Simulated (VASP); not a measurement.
Here is a VASP 6.6.1 calculation.

The input POSCAR:

```
Cd2Ga
1.0
   -2.1884874714      2.1884874714      3.5893444904
    2.1884874714     -2.1884874714      3.5893444904
    2.1884874714      2.1884874714     -3.5893444904
Cd Ga
2 1
Direct
    0.5930000000      0.5930000000      0.0000000000
    0.4070000000      0.4070000000      0.0000000000
    0.0000000000      0.0000000000      0.0000000000
```

INCAR.step1

```
PREC     = Accurate       # precision mode
ENCUT    = 520            # plane-wave cutoff, eV
ISMEAR   = 0              # smearing method
SIGMA    = 0.1            # smearing width, eV
LREAL    = False          # projectors in reciprocal space
LASPH    = True           # aspherical terms in the spheres
NELM     = 60             # most SCF steps
NBANDS   = 26             # bands
GGA      = PE             # functional
ALGO     = Normal         # electronic algorithm
EDIFF    = 1E-4           # SCF threshold, eV
LWAVE    = True           # write WAVECAR
LCHARG   = False          # write CHGCAR
```

INCAR.step2

```
PREC     = Accurate       # precision mode
ENCUT    = 520            # plane-wave cutoff, eV
EDIFF    = 1E-7           # SCF threshold, eV
ISMEAR   = 0              # smearing method
SIGMA    = 0.1            # smearing width, eV
LREAL    = False          # projectors in reciprocal space
LASPH    = True           # aspherical terms in the spheres
NELM     = 60             # most SCF steps
ALGO     = Normal         # electronic algorithm
ISIF     = 2              # what is computed and relaxed
LWAVE    = False          # write WAVECAR
LCHARG   = False          # write CHGCAR
METAGGA  = R2SCAN         # meta-GGA
LMIXTAU  = True         
NBANDS   = 26             # bands
ISTART   = 1
```

KPOINTS

```
regular mesh
0
Gamma
  6 6 6
```

Potentials or basis: VASP PAW PBE potentials, release 64 (Cd, Ga_d).

Run with:

```sh
$ cat potpaw_PBE.64/Cd/POTCAR potpaw_PBE.64/Ga_d/POTCAR > POTCAR
$ cp INCAR.step1 INCAR
$ mpirun -np 1 vasp_std > vasp.out
$ cp INCAR.step2 INCAR
$ mpirun -np 1 vasp_std > vasp.out
```

(1) Predict the pressure.

(2) Estimate the largest force.

Results:

(1) 213.7 GPa.

(2) 210.646 eV/Å.

Caveat: the PAW data sets were made with another functional, which shifts forces and pressure a little.
